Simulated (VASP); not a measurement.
# SnSe (Pnma) in VASP: further runs, part 2 of 2

VASP 6.6.1. The steps go on from the part before.

## Step 3: Single point, PBE (uniaxial z strain +1.0%)

INCAR reads:

```
SYSTEM = SnSe
PREC = Accurate
ENCUT = 520
EDIFF = 1E-6
ISMEAR = -1
SIGMA = 0.02
LREAL = .FALSE.
LASPH = .TRUE.
NELM = 60
ALGO = Normal
ISIF = 2
LWAVE = .FALSE.
LCHARG = .FALSE.
GGA = PE
NBANDS = 50
```

KPOINTS reads:

```
Automatic mesh
0
G
  2 6 6
  0 0 0
```

POSCAR reads:

```
SnSe
1.0
   11.7392579279      0.0000000000      0.0000000000
    0.0000000000      4.1294738267      0.0000000000
    0.0000000000      0.0000000000      4.7349639138
Sn Se
4 4
Direct
    0.6212215967      0.7500000000      0.3750499904
    0.8787784033      0.2500000000      0.8750499904
    0.3787784033      0.2500000000      0.6249500096
    0.1212215967      0.7500000000      0.1249500096
    0.1485983031      0.2500000000      0.5090445533
    0.6485983031      0.2500000000      0.9909554467
    0.3514016969      0.7500000000      0.0090445533
    0.8514016969      0.7500000000      0.4909554467
```

Potentials or basis: VASP PAW PBE potentials, release 64 (Sn_d, Se).

Run with:

```
$ cat potpaw_PBE.64/Sn_d/POTCAR potpaw_PBE.64/Se/POTCAR > POTCAR
$ mpirun -np 1 vasp_std > vasp.out
```

OUTCAR:

```text
SYSTEM = SnSe
   PREC = Accurate
   ENCUT = 520
   EDIFF = 1E-6
   ISMEAR = -1
   LREAL = .FALSE.
   LASPH = .TRUE.
   NELM = 60
   ISIF = 2
   GGA = PE

 ion  position               nearest neighbor table
   1  0.621  0.750  0.375-   8 2.76   6 2.77   6 2.77   3 3.71   3 3.71
   2  0.879  0.250  0.875-   6 2.76   8 2.77   8 2.77   4 3.71   4 3.71
   3  0.379  0.250  0.625-   5 2.76   7 2.77   7 2.77   1 3.71   1 3.71
   4  0.121  0.750  0.125-   7 2.76   5 2.77   5 2.77   2 3.71   2 3.71
   5  0.149  0.250  0.509-   3 2.76   4 2.77   4 2.77
   6  0.649  0.250  0.991-   2 2.76   1 2.77   1 2.77
   7  0.351  0.750  0.009-   4 2.76   3 2.77   3 2.77
   8  0.851  0.750  0.491-   1 2.76   2 2.77   2 2.77

  LATTYP: Found a simple orthorhombic cell.
 ALAT       =     4.1294738267
 B/A-ratio  =     1.1466264499
 C/A-ratio  =     2.8427975138

  Lattice vectors:

 A1 = (   0.0000000000,   4.1294738267,   0.0000000000)
 A2 = (   0.0000000000,   0.0000000000,   4.7349639138)
 A3 = (  11.7392579279,   0.0000000000,   0.0000000000)

Analysis of symmetry for initial positions (statically):
=====================================================================
 Subroutine PRICEL returns:
 Original cell was already a primitive cell.

 Routine SETGRP: Setting up the symmetry group for a
 simple orthorhombic supercell.

 Subroutine GETGRP returns: Found  8 space group operations
 (whereof  2 operations were pure point group operations)
 out of a pool of  8 trial point group operations.

The static configuration has the point symmetry S_2 .
 The point group associated with its full space group is D_2h.

Analysis of symmetry for dynamics (positions and initial velocities):
=====================================================================
 Subroutine PRICEL returns:
 Original cell was already a primitive cell.

 Routine SETGRP: Setting up the symmetry group for a
 simple orthorhombic supercell.

 Subroutine GETGRP returns: Found  8 space group operations
 (whereof  2 operations were pure point group operations)
 out of a pool of  8 trial point group operations.

The dynamic configuration has the point symmetry S_2 .
 The point group associated with its full space group is D_2h.

 Subroutine INISYM returns: Found  8 space group operations
 (whereof  2 operations are pure point group operations),
 and found     1 'primitive' translations

----------------------------------------------------------------------------------------

                                     Primitive cell

  volume of cell :     229.5366

  direct lattice vectors                    reciprocal lattice vectors
    11.739257928  0.000000000  0.000000000     0.085184260  0.000000000  0.000000000
     0.000000000  4.129473827  0.000000000     0.000000000  0.242161603  0.000000000
     0.000000000  0.000000000  4.734963914     0.000000000  0.000000000  0.211194851

  length of vectors
    11.739257928  4.129473827  4.734963914     0.085184260  0.242161603  0.211194851

  position of ions in fractional coordinates (direct lattice)
     0.621221597  0.750000000  0.375049990
     0.878778403  0.250000000  0.875049990
     0.378778403  0.250000000  0.624950010
     0.121221597  0.750000000  0.124950010
[... 46 lines left out ...]
  0.000000  0.166667  0.000000      2.000000
  0.500000  0.166667  0.000000      2.000000
  0.000000  0.333333  0.000000      2.000000
  0.500000  0.333333  0.000000      2.000000
[... 16 lines left out ...]
  0.000000  0.500000  0.333333      2.000000
  0.500000  0.500000  0.333333      2.000000
 [... further k-points ...]
   k-points           NKPTS =     32   k-points in BZ     NKDIM =     32   number of bands    NBANDS=     50
   number of dos      NEDOS =    301   number of ions     NIONS =      8
   total plane-waves  NPLWV = 103680
   dimension x,y,z NGX =    90 NGY =   32 NGZ =   36
   dimension x,y,z NGXF=   180 NGYF=   64 NGZF=   72
   ions per type =               4   4
   NGX,Y,Z   is equivalent  to a cutoff of  12.75, 12.88, 12.64 a.u.
   NGXF,Y,Z  is equivalent  to a cutoff of  25.49, 25.77, 25.28 a.u.
 SYSTEM =  SnSe
   PREC   = accura    normal or accurate (medium, high low for compatibility)
   ISTART =      0    job   : 0-new  1-cont  2-samecut
   ICHARG =      2    charge: 1-file 2-atom 10-const
   ISPIN  =      1    spin polarized calculation?
   LNONCOLLINEAR =      F non collinear calculations
   LSORBIT =      F    spin-orbit coupling
   LASPH  =      T    aspherical Exc in radial PAW
   ENCUT  =  520.0 eV  38.22 Ry    6.18 a.u.  21.83  7.68  8.80*2*pi/ulx,y,z
   NELM   =     60;   NELMIN=  2; NELMDL= -5     # of ELM steps
   EDIFF  = 0.1E-05   stopping-criterion for ELM
   LREAL  =      F    real-space projection
   EDIFFG = 0.1E-04   stopping-criterion for IOM
   NSW    =      0    number of steps for IOM
   IBRION =     -1    ionic relax: 0-MD 1-quasi-New 2-CG
   NFREE  =      0    steps in history (QN), initial steepest desc. (CG)
   ISIF   =      2    stress and relaxation
   ISYM   =      2    0-nonsym 1-usesym 2-fastsym
   POTIM  = 0.5000    time-step for ionic-motion
   TEBEG  =    0.0;   TEEND  =   0.0 temperature during run
   PSTRESS=    0.0 pullay stress
   NELECT =      80.0000    total number of electrons
   NUPDOWN=      -1.0000    fix difference up-down
   EMIN   =  10.00;   EMAX   =-10.00  energy-range for DOS
   EFERMI =   0.00;   METHOD = LEGACY
   ISMEAR =    -1;   SIGMA  =   0.02  broadening in eV -4-tet -1-fermi 0-gaus
   EFERMI_NEDOS =   21; number of points for ismear=-14 and -15
   IALGO  =     38    algorithm
   IMIX   =      4    mixing-type and parameters
     AMIX     =   0.40;   BMIX     =  1.00
     AMIX_MAG =   1.60;   BMIX_MAG =  1.00
  volume/ion in A,a.u.               =      28.69       193.62
  Fermi-wavevector in a.u.,A,eV,Ry     =   1.152093  2.177140 18.059257  1.327318
  Thomas-Fermi vector in A             =   2.288746
   LORBIT       =      0    0 simple, 1 ext, 2 COOP (PROOUT), +10 PAW based schemes
   GGA     = PE    functional components
   LHFCALC =     F    Hartree Fock is set to
   AEXX    =    0.0000 exact exchange contribution
   IVDW    =     0    specifies the selected vdW correction
   LEPSILON=     F    determine dielectric tensor
   LRPA    =     F    only Hartree local field effects (RPA)
 non-spin polarized calculation
  energy-cutoff  :      520.00
  volume of cell :      229.54
 maximum number of plane-waves:      6216
 NGX is ok and might be reduce to    90
   NGX = 43   NGY = 15   NGZ = 17

 number of electron      79.9999970 magnetization

 Free energy of the ion-electron system (eV)
  ---------------------------------------------------
  ext. energy  EPLUGINS =         0.00000000
  ---------------------------------------------------
  free energy    TOTEN  =       -32.81765462 eV

  energy without entropy =      -32.81765462  energy(sigma->0) =      -32.81765462

 E-fermi :   4.9979     XC(G=0):  -9.3263

 val. band max:        4.5946900972   @ k =   0.0000   0.0000   0.3333
 cond. band min:       5.3891203325   @ k =   0.0000   0.3333   0.0000
 fundamental gap:      0.7944302353
 Fermi energy:         4.9979289851

 k-point     1 :       0.0000    0.0000    0.0000
  band No.  band energies     occupation
      1     -16.5910      2.00000
      2     -16.5827      2.00000
      3     -16.5766      2.00000
      4     -16.5729      2.00000
      5     -16.5724      2.00000
      6     -16.5699      2.00000
[... 1261 lines left out ...]
     49       9.9992      0.00000
     50       9.9992      0.00000

 [... further k-points ...]

------------------------ aborting loop because EDIFF is reached ----------------------------------------

  FORCE on cell =-STRESS in cart. coord.  units (eV):
  Direction    XX          YY          ZZ          XY          YZ          ZX
  --------------------------------------------------------------------------------------
  -------------------------------------------------------------------------------------
  Total        1.5661905      1.6359756      1.0147024      0.0000000     -0.0000000      0.0000000
  in kB       10.9320886     11.4191920      7.0826740      0.0000000     -0.0000000      0.0000000
  external PRESSURE =       9.8113182 kB  Pullay stress =       0.0000000 kB

 VOLUME and BASIS-vectors are now :
 -----------------------------------------------------------------------------
  energy-cutoff  :      520.00
  volume of cell :      229.54
      direct lattice vectors                 reciprocal lattice vectors
    11.739257928  0.000000000  0.000000000     0.085184260  0.000000000  0.000000000
     0.000000000  4.129473827  0.000000000     0.000000000  0.242161603  0.000000000
     0.000000000  0.000000000  4.734963914     0.000000000  0.000000000  0.211194851

 POSITION                                       TOTAL-FORCE (eV/Angst)
 -----------------------------------------------------------------------------------
      7.29268      3.09711      1.77585        -0.185934      0.000000      0.165197
     10.31621      1.03237      4.14333         0.185934     -0.000000      0.165197
      4.44658      1.03237      2.95912         0.185934     -0.000000     -0.165197
      1.42305      3.09711      0.59163        -0.185934      0.000000     -0.165197
      1.74443      1.03237      2.41031        -0.130136     -0.000000      0.171964
      7.61406      1.03237      4.69214        -0.130136     -0.000000     -0.171964
      4.12520      3.09711      0.04283         0.130136      0.000000      0.171964
      9.99482      3.09711      2.32466         0.130136     -0.000000     -0.171964
 -----------------------------------------------------------------------------------
    total drift:                               -0.000000     -0.000000      0.000000

  FREE ENERGIE OF THE ION-ELECTRON SYSTEM (eV)
  ---------------------------------------------------
  free  energy   TOTEN  =       -32.8176546182 eV

  energy  without entropy=      -32.8176546181  energy(sigma->0) =      -32.81765462
```

Wall time 12 min (1 thread of Intel Xeon 8259CL, shared host); peak memory 0.47 GiB.

What came out:

* Free energy: -32.8177 eV
* Pressure: 1.0 GPa
* Largest force: 0.249 eV/Å
* Band gap on the k mesh: 0.79 eV (least direct gap 1.13 eV)

Forces on the atoms (eV/Å):
```
Sn  -0.186  0.000  0.165
Sn   0.186  0.000  0.165
Sn   0.186  0.000 -0.165
Sn  -0.186  0.000 -0.165
Se  -0.130  0.000  0.172
Se  -0.130  0.000 -0.172
Se   0.130  0.000  0.172
Se   0.130  0.000 -0.172
```

Caveat: the cell differs from its parent crystal (uniaxial z strain +1.0%); semilocal functionals underestimate gaps, and a narrow one can read as zero; spin-orbit coupling is left out, which moves the levels of the heavy elements.
